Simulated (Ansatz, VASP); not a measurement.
One calculation of Ti, two programs

```
Ti
1.0
    -1.69023    1.69023    1.64100
     1.69023   -1.69023    1.64100
     1.69023    1.69023   -1.64100
Ti
1
Direct
  0.00000 0.00000 0.00000
```

Change from the starting cell: strain +0.030 along x and y, +0.000 along z, atoms carried along.

Alike in both runs: task single point; functional LDA; k mesh 20 × 20 × 20; occupations gaussian, width 0.15 eV; no spin polarisation.

|  | VASP | Ansatz |
| --- | --- | --- |
| version | VASP 6.6.1 | Ansatz 0.2.0 |
| potentials or method | VASP PAW LDA potentials, release 64 (Ti_sv), cutoff 520 eV | scalar-relativistic, plane waves, PAW |
| valence electrons in the cell | 12 | 12 |

Ansatz gave:

```
gap on the k mesh at the Fermi level (eV)                     : none
pressure (GPa)                                                : -15.1
traceless stress, the component that is largest in VASP (GPa) : -0.56
```

Task: What did VASP give for the same quantities?

Result: gap on the k mesh at the Fermi level (eV): none; pressure (GPa): -15.1; traceless stress, the component that is largest in VASP (GPa): -0.55.

LDA's correlation is that of Perdew and Zunger in VASP and of Perdew and Wang (1992) in Ansatz. A gap of «none» marks a metal or a gap that the smearing closes.
